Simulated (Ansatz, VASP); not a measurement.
**Two plane-wave programs on KRh**

The input INCAR:

```
ALGO     = Normal         # electronic algorithm
EDIFF    = 1E-6           # SCF threshold, eV
EDIFFG   = -0.04          # ionic threshold
ENCUT    = 600            # plane-wave cutoff, eV
GGA      = PE             # functional
IBRION   = 2              # ionic algorithm
ISIF     = 3              # what is computed and relaxed
ISMEAR   = 0              # smearing method
LASPH    = T              # aspherical terms in the spheres
LCHARG   = F              # write CHGCAR
LREAL    = F              # projectors in reciprocal space
LWAVE    = F              # write WAVECAR
NELM     = 80             # most SCF steps
NSW      = 90             # ionic steps
PREC     = Accurate       # precision mode
SIGMA    = 0.1            # smearing width, eV
```

Contents of KPOINTS:

```
k-points
0
Gamma
  6 6 4
```

File POSCAR:

```
KRh
1.0
    3.6253404600      0.0000000000      0.0000000000
    0.5837340900      3.6266344300      0.0000000000
    0.4939149000      0.5323006700      4.4704587700
K Rh
1 1
Direct
    0.5000000000      0.5000000000      0.0000000000
    0.0000000000      0.5000000000      0.5000000000
```

Input for Ansatz:

```yaml
crystal:
  lattice:
    - [3.62534046, 0.0, 0.0]
    - [0.58373409, 3.62663443, 0.0]
    - [0.4939149, 0.53230067, 4.47045877]
  atoms:
    - { symbol: K, position: [0.5, 0.5, 0.0] }
    - { symbol: Rh, position: [0.0, 0.5, 0.5] }
basis:
  ecutwfc: 420
kpoints:
  mp_grid: { grid: [6, 6, 4] }
hamiltonian:
  xc: pbe
scf:
  occupations: { method: gaussian, width: 0.1 }
  lower_state_search: "off"
output:
  forces: true
  stress: true
  eigenvalues: true
relax:
  adjacent_minimum: "off"
  f_tol: 0.04
  max_steps: 70
  cell: { stress_tol: 0.4 }
```

Alike in both runs: task relaxation of cell and atoms; functional PBE; k mesh 6 × 6 × 4; occupations gaussian, width 0.1 eV; no spin polarisation.

|  | VASP | Ansatz |
| --- | --- | --- |
| version | VASP 6.6.1 | Ansatz 0.2.0 |
| potentials or method | VASP PAW PBE potentials, release 64 (K_sv, Rh_pv), cutoff 600 eV | scalar-relativistic, plane waves, PAW |
| valence electrons in the cell | 24 | 26 |

Ansatz gave:

| Quantity | Value |
| --- | --- |
| gap on the k mesh at the Fermi level, each at its own relaxed structure (eV) | none |
| relaxed volume (Å³/atom) | 20.18 |
| relaxed length of the cell vector where the two differ most in proportion (Å) | 2.911 |

**Question.** Which values does VASP return?

**Answer.** gap on the k mesh at the Fermi level, each at its own relaxed structure (eV): none; relaxed volume (Å³/atom): 21.53; relaxed length of the cell vector where the two differ most in proportion (Å): 2.723.

A gap of «none» marks a metal or a gap that the smearing closes. One of these differences is far larger than is usual between the two programs; its cause wasn't traced. VASP's potentials hold 24 valence electrons a cell and Ansatz's 26, so a difference there can come from the potentials and not from the codes.

Noted on VASP's run: the volume moved by over 15 % at a fixed basis, so the end points are rough.
